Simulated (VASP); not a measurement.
# KCl (P4/mmm) in VASP: further runs

KCl is run at these levels: r2SCAN; tasks: single point.

All numbers are computed with VASP 6.6.1; they aren't measurements. Logs are shortened: lines on timing, memory, paths and dates and some standing lists are left out, and cuts for length are marked.

## (1) The cell of the first run

It takes space group P4/mmm (No. 123, tetragonal). Conventional cell: a = 3.663 Å, b = 3.663 Å, c = 3.771 Å, α = 90.00°, β = 90.00°, γ = 90.00°. K (site symmetry 4/mmm) has 8 Cl at 3.20 Å and 6 K at 3.66 to 3.77 Å within 4.2 Å. Cl (site symmetry 4/mmm) has 8 K at 3.20 Å and 6 Cl at 3.66 to 3.77 Å within 4.2 Å.

## (2) Single point, r2SCAN (biaxial xy strain -2.9%)

The input, POSCAR:

```
KCl
1.0
    3.6633128774      0.0000000000      0.0000000000
    0.0000000000      3.6633128774      0.0000000000
    0.0000000000      0.0000000000      3.7711682906
K Cl
1 1
Direct
    0.0000000000      0.0000000000      0.0000000000
    0.5000000000      0.5000000000      0.5000000000
```

The input, INCAR.step1:

```
SYSTEM = KCl
  ALGO = Normal
  EDIFF = 1E-4
  ENCUT = 520
  GGA = PE
  ISMEAR = 0
  LASPH = .True.
  LCHARG = .False.
  LREAL = .False.
  LWAVE = .True.
  NBANDS = 15
  NELM = 100
  PREC = Accurate
  SIGMA = 0.01
```

The input, INCAR.step2:

```
SYSTEM = KCl
  ALGO = Normal
  EDIFF = 1E-7
  ENCUT = 520
  ISIF = 2
  ISMEAR = 0
  ISTART = 1
  LASPH = .True.
  LCHARG = .False.
  LMIXTAU = .True.
  LREAL = .False.
  LWAVE = .False.
  METAGGA = R2SCAN
  NBANDS = 15
  NELM = 100
  PREC = Accurate
  SIGMA = 0.01
```

The input, KPOINTS:

```
k-points
0
Gamma
  8 8 8
  0 0 0
```

Potentials or basis: VASP PAW PBE potentials, release 64 (K_sv, Cl).

The run is started by

```
$ cat potpaw_PBE.64/K_sv/POTCAR potpaw_PBE.64/Cl/POTCAR > POTCAR
$ cp INCAR.step1 INCAR
$ mpirun -np 1 vasp_std > vasp.out
$ cp INCAR.step2 INCAR
$ mpirun -np 1 vasp_std > vasp.out
```

OUTCAR:

```text
SYSTEM = KCl
   EDIFF = 1E-7
   ENCUT = 520
   ISIF = 2
   ISMEAR = 0
   ISTART = 1
   LASPH = .True.
   LREAL = .False.
   METAGGA = R2SCAN
   NELM = 100
   PREC = Accurate

 ion  position               nearest neighbor table
   1  0.000  0.000  0.000-   2 3.20   2 3.20   2 3.20   2 3.20   2 3.20   2 3.20   2 3.20   2 3.20

   2  0.500  0.500  0.500-   1 3.20   1 3.20   1 3.20   1 3.20   1 3.20   1 3.20   1 3.20   1 3.20

  LATTYP: Found a simple tetragonal cell.
 ALAT       =     3.6633128774
 C/A-ratio  =     1.0294420424

  Lattice vectors:

 A1 = (   3.6633128774,   0.0000000000,   0.0000000000)
 A2 = (   0.0000000000,   3.6633128774,   0.0000000000)
 A3 = (   0.0000000000,   0.0000000000,   3.7711682906)

Analysis of symmetry for initial positions (statically):
=====================================================================
 Subroutine PRICEL returns:
 Original cell was already a primitive cell.

 Routine SETGRP: Setting up the symmetry group for a
 simple tetragonal supercell.

 Subroutine GETGRP returns: Found 16 space group operations
 (whereof 16 operations were pure point group operations)
 out of a pool of 16 trial point group operations.

The static configuration has the point symmetry D_4h.

Analysis of symmetry for dynamics (positions and initial velocities):
=====================================================================
 Subroutine PRICEL returns:
 Original cell was already a primitive cell.

 Routine SETGRP: Setting up the symmetry group for a
 simple tetragonal supercell.

 Subroutine GETGRP returns: Found 16 space group operations
 (whereof 16 operations were pure point group operations)
 out of a pool of 16 trial point group operations.

The dynamic configuration has the point symmetry D_4h.

 Subroutine INISYM returns: Found 16 space group operations
 (whereof 16 operations are pure point group operations),
 and found     1 'primitive' translations

----------------------------------------------------------------------------------------

                                     Primitive cell

  volume of cell :      50.6086

  direct lattice vectors                    reciprocal lattice vectors
     3.663312877  0.000000000  0.000000000     0.272976957  0.000000000  0.000000000
     0.000000000  3.663312877  0.000000000     0.000000000  0.272976957  0.000000000
     0.000000000  0.000000000  3.771168291     0.000000000  0.000000000  0.265169816

  length of vectors
     3.663312877  3.663312877  3.771168291     0.272976957  0.272976957  0.265169816

  position of ions in fractional coordinates (direct lattice)
     0.000000000  0.000000000  0.000000000
     0.500000000  0.500000000  0.500000000

  ion indices of the primitive-cell ions
   primitive index   ion index
                 1           1
                 2           2

----------------------------------------------------------------------------------------

 KPOINTS: k-points

Automatic generation of k-mesh.
 Grid dimensions read from file:
 generate k-points for:    8    8    8

 Generating k-lattice:

  Cartesian coordinates                     Fractional coordinates (reciprocal lattice)
     0.034122120  0.000000000  0.000000000     0.125000000  0.000000000  0.000000000
     0.000000000  0.034122120  0.000000000     0.000000000  0.125000000  0.000000000
     0.000000000  0.000000000  0.033146227     0.000000000  0.000000000  0.125000000

  Length of vectors
     0.034122120  0.034122120  0.033146227

  Shift w.r.t. Gamma in fractional coordinates (k-lattice)
     0.000000000  0.000000000  0.000000000

 Subroutine IBZKPT returns following result:
 ===========================================

 Found     75 irreducible k-points:

 Following reciprocal coordinates:
            Coordinates               Weight
  0.000000  0.000000  0.000000      1.000000
  0.125000  0.000000  0.000000      4.000000
  0.250000  0.000000  0.000000      4.000000
  0.375000  0.000000  0.000000      4.000000
  0.500000  0.000000  0.000000      2.000000
  0.125000  0.125000  0.000000      4.000000
[... 16 lines left out ...]
  0.375000  0.125000  0.125000     16.000000
  0.500000  0.125000  0.125000      8.000000
 [... further k-points ...]
   k-points           NKPTS =     75   k-points in BZ     NKDIM =     75   number of bands    NBANDS=     15
   number of dos      NEDOS =    301   number of ions     NIONS =      2
   total plane-waves  NPLWV =  21952
   dimension x,y,z NGX =    28 NGY =   28 NGZ =   28
   dimension x,y,z NGXF=    56 NGYF=   56 NGZF=   56
   ions per type =               1   1
   NGX,Y,Z   is equivalent  to a cutoff of  12.71, 12.71, 12.34 a.u.
   NGXF,Y,Z  is equivalent  to a cutoff of  25.41, 25.41, 24.69 a.u.
 SYSTEM =  KCl
   PREC   = accura    normal or accurate (medium, high low for compatibility)
   ISTART =      1    job   : 0-new  1-cont  2-samecut
   ICHARG =      0    charge: 1-file 2-atom 10-const
   ISPIN  =      1    spin polarized calculation?
   LNONCOLLINEAR =      F non collinear calculations
   LSORBIT =      F    spin-orbit coupling
   LASPH  =      T    aspherical Exc in radial PAW
   ENCUT  =  520.0 eV  38.22 Ry    6.18 a.u.   6.81  6.81  7.01*2*pi/ulx,y,z
   NELM   =    100;   NELMIN=  2; NELMDL=  0     # of ELM steps
   EDIFF  = 0.1E-06   stopping-criterion for ELM
   LREAL  =      F    real-space projection
   EDIFFG = 0.1E-05   stopping-criterion for IOM
   NSW    =      0    number of steps for IOM
   IBRION =     -1    ionic relax: 0-MD 1-quasi-New 2-CG
   NFREE  =      0    steps in history (QN), initial steepest desc. (CG)
   ISIF   =      2    stress and relaxation
   ISYM   =      2    0-nonsym 1-usesym 2-fastsym
   POTIM  = 0.5000    time-step for ionic-motion
   TEBEG  =    0.0;   TEEND  =   0.0 temperature during run
   PSTRESS=    0.0 pullay stress
   NELECT =      16.0000    total number of electrons
   NUPDOWN=      -1.0000    fix difference up-down
   EMIN   =  10.00;   EMAX   =-10.00  energy-range for DOS
   EFERMI =   0.00;   METHOD = LEGACY
   ISMEAR =     0;   SIGMA  =   0.01  broadening in eV -4-tet -1-fermi 0-gaus
   EFERMI_NEDOS =   21; number of points for ismear=-14 and -15
   IALGO  =     38    algorithm
   IMIX   =      4    mixing-type and parameters
     AMIX     =   0.40;   BMIX     =  1.00
     AMIX_MAG =   1.60;   BMIX_MAG =  1.00
  volume/ion in A,a.u.               =      25.30       170.76
  Fermi-wavevector in a.u.,A,eV,Ry     =   1.115253  2.107523 16.922789  1.243790
  Thomas-Fermi vector in A             =   2.251856
   LORBIT       =      0    0 simple, 1 ext, 2 COOP (PROOUT), +10 PAW based schemes
   METAGGA = R2SCAN    functional components
   LHFCALC =     F    Hartree Fock is set to
   AEXX    =    0.0000 exact exchange contribution
   IVDW    =     0    specifies the selected vdW correction
   LEPSILON=     F    determine dielectric tensor
   LRPA    =     F    only Hartree local field effects (RPA)
 non-spin polarized calculation
 Gauss-broadening in eV      SIGMA  =   0.01
  energy-cutoff  :      520.00
  volume of cell :       50.61
 maximum number of plane-waves:      1379
 NGX is ok and might be reduce to    28
   NGX = 13   NGY = 13   NGZ = 15

 number of electron      15.9999997 magnetization

 Free energy of the ion-electron system (eV)
  ---------------------------------------------------
  ext. energy  EPLUGINS =         0.00000000
  ---------------------------------------------------
  free energy    TOTEN  =       -16.38898767 eV

  energy without entropy =      -16.38898767  energy(sigma->0) =      -16.38898767

 E-fermi :  -0.4288     XC(G=0):  -9.0135

 val. band max:       -0.5852292254   @ k =   0.5000   0.0000   0.5000
 cond. band min:       5.4463841946   @ k =   0.0000   0.0000   0.0000
 fundamental gap:      6.0316134200
 Fermi energy:        -0.4287528304

 k-point     1 :       0.0000    0.0000    0.0000
  band No.  band energies     occupation
      1     -29.6475      2.00000
      2     -13.9975      2.00000
      3     -12.2549      2.00000
      4     -12.2354      2.00000
      5     -12.2354      2.00000
      6      -0.9803      2.00000
      7      -0.8031      2.00000
      8      -0.8031      2.00000
      9       5.4464      0.00000
     10       6.3259      0.00000
     11       6.4479      0.00000
     12      11.0297      0.00000
     13      11.0297      0.00000
     14      11.2507      0.00000
     15      14.0202      0.00000

 k-point     2 :       0.1250    0.0000    0.0000
  band No.  band energies     occupation
      1     -29.6427      2.00000
      2     -14.0189      2.00000
      3     -12.2474      2.00000
      4     -12.2285      2.00000
      5     -12.2227      2.00000
      6      -1.1568      2.00000
      7      -0.9856      2.00000
      8      -0.8047      2.00000
      9       5.8245      0.00000
     10       6.5086      0.00000
     11       6.8415      0.00000
     12      10.9600      0.00000
     13      11.1230      0.00000
     14      11.1644      0.00000
     15      13.5767      0.00000

 k-point     3 :       0.2500    0.0000    0.0000
  band No.  band energies     occupation
      1     -29.6309      2.00000
      2     -14.0752      2.00000
      3     -12.2292      2.00000
      4     -12.2119      2.00000
      5     -12.1829      2.00000
      6      -1.8788      2.00000
      7      -0.9991      2.00000
      8      -0.8094      2.00000
      9       6.6803      0.00000
     10       6.9779      0.00000
     11       7.8621      0.00000
     12      10.8645      0.00000
     13      11.0234      0.00000
     14      11.3732      0.00000
     15      12.2129      0.00000

 k-point     4 :       0.3750    0.0000    0.0000
  band No.  band energies     occupation
      1     -29.6192      2.00000
      2     -14.1370      2.00000
      3     -12.2109      2.00000
      4     -12.1951      2.00000
      5     -12.1306      2.00000
      6      -2.4870      2.00000
      7      -1.0138      2.00000
      8      -0.8151      2.00000
      9       7.5060      0.00000
     10       7.8355      0.00000
     11       8.8123      0.00000
     12      10.8745      0.00000
     13      10.9041      0.00000
     14      10.9929      0.00000
     15      11.6733      0.00000
[... 307 lines left out ...]
 k-point    22 :       0.2500    0.1250    0.1250
  band No.  band energies     occupation
      1     -29.6230      2.00000
      2     -14.0290      2.00000
      3     -12.3240      2.00000
      4     -12.2625      2.00000
      5     -12.1123      2.00000
      6      -1.8022      2.00000
      7      -1.1995      2.00000
      8      -1.0600      2.00000
      9       7.1775      0.00000
     10       7.4731      0.00000
     11       8.0829      0.00000
     12      10.2881      0.00000
     13      10.4051      0.00000
     14      11.1758      0.00000
     15      13.1257      0.00000

 k-point    23 :       0.3750    0.1250    0.1250
  band No.  band energies     occupation
      1     -29.6115      2.00000
      2     -14.0395      2.00000
      3     -12.3024      2.00000
      4     -12.2430      2.00000
      5     -12.1461      2.00000
      6      -2.3402      2.00000
      7      -1.1832      2.00000
      8      -1.0104      2.00000
      9       7.7769      0.00000
     10       8.0198      0.00000
     11       8.7504      0.00000
     12      10.1432      0.00000
     13      10.3957      0.00000
     14      10.7910      0.00000
     15      12.3428      0.00000

 k-point    24 :       0.5000    0.1250    0.1250
  band No.  band energies     occupation
      1     -29.6067      2.00000
      2     -14.0473      2.00000
      3     -12.2494      2.00000
      4     -12.2349      2.00000
      5     -12.1992      2.00000
      6      -2.5462      2.00000
      7      -1.1817      2.00000
      8      -0.9831      2.00000
      9       8.0356      0.00000
     10       8.4792      0.00000
     11       8.6219      0.00000
     12      10.0301      0.00000
     13      10.6565      0.00000
     14      10.8108      0.00000
     15      12.0420      0.00000

 [... further k-points ...]
[... 5 lines left out ...]
  --------------------------------------------------------------------------------------
  -------------------------------------------------------------------------------------
  Total        0.6246014      0.6246014      0.1646439      0.0000000     -0.0000000      0.0000000
  in kB       19.7737759     19.7737759      5.2123340      0.0000000     -0.0000000      0.0000000
  external PRESSURE =      14.9199619 kB  Pullay stress =       0.0000000 kB

 VOLUME and BASIS-vectors are now :
 -----------------------------------------------------------------------------
  energy-cutoff  :      520.00
  volume of cell :       50.61
      direct lattice vectors                 reciprocal lattice vectors
     3.663312877  0.000000000  0.000000000     0.272976957  0.000000000  0.000000000
     0.000000000  3.663312877  0.000000000     0.000000000  0.272976957  0.000000000
     0.000000000  0.000000000  3.771168291     0.000000000  0.000000000  0.265169816

 POSITION                                       TOTAL-FORCE (eV/Angst)
 -----------------------------------------------------------------------------------
      0.00000      0.00000      0.00000         0.000000      0.000000      0.000000
      1.83166      1.83166      1.88558         0.000000      0.000000      0.000000
 -----------------------------------------------------------------------------------
    total drift:                               -0.000000      0.000000      0.000000

  FREE ENERGIE OF THE ION-ELECTRON SYSTEM (eV)
  ---------------------------------------------------
  free  energy   TOTEN  =       -16.3889876733 eV

  energy  without entropy=      -16.3889876733  energy(sigma->0) =      -16.38898767
```

It took 68 s on 1 thread of Intel Xeon 6975P-C (Granite Rapids), shared host; peak memory 0.19 GiB.

What came out:

```
Free energy            : -16.3890 eV
Pressure               : 1.5 GPa
Band gap on the k mesh : 6.03 eV, indirect (least direct gap 6.25 eV)
```

Caveat: the cell differs from its parent crystal (biaxial xy strain -2.9%); the PAW data sets were made with another functional, which shifts forces and pressure a little. A k mesh can miss the band edges.

## (3) Single point, r2SCAN (uniaxial x strain -0.3%)

The input, POSCAR:

```
KCl
1.0
    3.7583463184      0.0000000000      0.0000000000
    0.0000000000      3.7711682906      0.0000000000
    0.0000000000      0.0000000000      3.7711682906
K Cl
1 1
Direct
    0.0000000000      0.0000000000      0.0000000000
    0.5000000000      0.5000000000      0.5000000000
```

The input, INCAR.step1:

```
ALGO = Normal ; EDIFF = 1E-4
ENCUT = 520 ; GGA = PE
ISMEAR = 0 ; LASPH = T
LCHARG = F ; LREAL = F
LWAVE = T ; NBANDS = 15
NELM = 100 ; PREC = Accurate
SIGMA = 0.01
```

The input, INCAR.step2:

```
ALGO = Normal ; EDIFF = 1E-7
ENCUT = 520 ; ISIF = 2
ISMEAR = 0 ; ISTART = 1
LASPH = T ; LCHARG = F
LMIXTAU = T ; LREAL = F
LWAVE = F ; METAGGA = R2SCAN
NBANDS = 15 ; NELM = 100
PREC = Accurate ; SIGMA = 0.01
```

The input, KPOINTS:

```
k-points
0
Gamma
  8 8 8
```

Potentials or basis: VASP PAW PBE potentials, release 64 (K_sv, Cl).

The run is started by

```
$ cat potpaw_PBE.64/K_sv/POTCAR potpaw_PBE.64/Cl/POTCAR > POTCAR
$ cp INCAR.step1 INCAR
$ mpirun -np 1 vasp_std > vasp.out
$ cp INCAR.step2 INCAR
$ mpirun -np 1 vasp_std > vasp.out
```

Run time: 69 s. Hardware: 1 thread of Intel Xeon 6975P-C (Granite Rapids), shared host; peak memory 0.2 GiB.

Results (log left out):

* Free energy: -16.4075 eV
* Pressure: 0.0 GPa
* Band gap on the k mesh: 5.81 eV, indirect (least direct gap 6.03 eV)

Stress tensor (GPa, compression positive):
```
 0.14  0.00  0.00
 0.00 -0.02  0.00
 0.00  0.00 -0.02
```

Levels at points of the mesh, in eV from the valence-band top:
| k point | band 6 | band 7 | band 8 | band 9 | band 10 | band 11 |
| --- | --- | --- | --- | --- | --- | --- |
| (0.00, 0.00, 0.00) | -0.23 | -0.23 | -0.21 | 5.81 | 7.07 | 7.09 |
| (0.50, 0.00, 0.00) | -1.92 | -0.25 | -0.25 | 8.55 | 8.74 | 9.34 |
| (0.00, 0.50, 0.00) | -1.92 | -0.25 | -0.23 | 8.54 | 8.74 | 9.32 |
| (0.50, 0.50, 0.00) | -1.32 | -1.31 | -0.02 | 6.86 | 8.07 | 9.70 |
| (0.00, 0.50, 0.50) | -1.31 | -1.31 | 0.00 | 6.85 | 8.10 | 9.74 |
| (0.50, 0.50, 0.50) | -1.48 | -1.47 | -1.47 | 9.67 | 9.67 | 9.68 |

Caveat: the cell differs from its parent crystal (uniaxial x strain -0.3%); the PAW data sets were made with another functional, which shifts forces and pressure a little.
